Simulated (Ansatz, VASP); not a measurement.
# One calculation of ZrB2, two programs

INCAR

```
SYSTEM = ZrB2
PREC = Accurate
ENCUT = 520
EDIFF = 1E-8
ISMEAR = -1
SIGMA = 0.05
LREAL = .FALSE.
LASPH = .TRUE.
NELM = 80
ALGO = Normal
ISIF = 2
LWAVE = .FALSE.
LCHARG = .FALSE.
LEFG = .TRUE.
NBANDS = 16
```

Contents of KPOINTS:

```
Automatic mesh
0
G
  17 17 13
  0 0 0
```

File POSCAR:

```
ZrB2
1.0
    3.1700000000      0.0000000000      0.0000000000
   -1.5850000000      2.7453005300      0.0000000000
    0.0000000000      0.0000000000      3.5330000000
Zr B
1 2
Direct
    0.0000000000      0.0000000000      0.0000000000
    0.3333333333      0.6666666667      0.5000000000
    0.6666666667      0.3333333333      0.5000000000
```

Input for Ansatz:

```yaml
crystal:
  lattice:
    - [3.17, 0.0, 0.0]
    - [-1.585, 2.74530053, 0.0]
    - [0.0, 0.0, 3.533]
  atoms:
    - { symbol: Zr, position: [0.0, 0.0, 0.0] }
    - { symbol: B, position: [0.3333333333, 0.6666666667, 0.5] }
    - { symbol: B, position: [0.6666666667, 0.3333333333, 0.5] }
kpoints:
  mp_grid: { grid: [17, 17, 13] }
scf:
  occupations: { method: fermi_dirac, width: 0.05 }
hamiltonian:
  xc: lda
  pseudopotentials: { kind: paw }
output:
  forces: true
  stress: true
  populations: true
  efg:
    quadrupole_moments_barn: { Zr: -0.176, B: 0.04059 }
    contact_densities: true
```

Alike in both runs: task electric field gradients; functional LDA; k mesh 17 × 17 × 13; occupations fermi-dirac, width 0.05 eV; no spin polarisation.

|  | VASP | Ansatz |
| --- | --- | --- |
| version | VASP 6.6.1 | Ansatz 0.2.0 |
| potentials or method | VASP PAW LDA potentials, release 64 (Zr_sv, B) | plane-wave PAW, scalar-relativistic |
| plane-wave cutoff (eV) | 520 | 420 |
| valence electrons in the cell | 18 | 18 |

```csv
,VASP,Ansatz,Ansatz less VASP
pressure (GPa),-8.4,-8.8,-0.44
"traceless stress, the component that is largest in VASP (GPa)",0.27,0.23,-0.039
size of Vzz on the site where it differs most (V/Å²),45.7,48.3,+2.58
```

LDA's correlation is that of Perdew and Zunger in VASP and of Perdew and Wang (1992) in Ansatz.
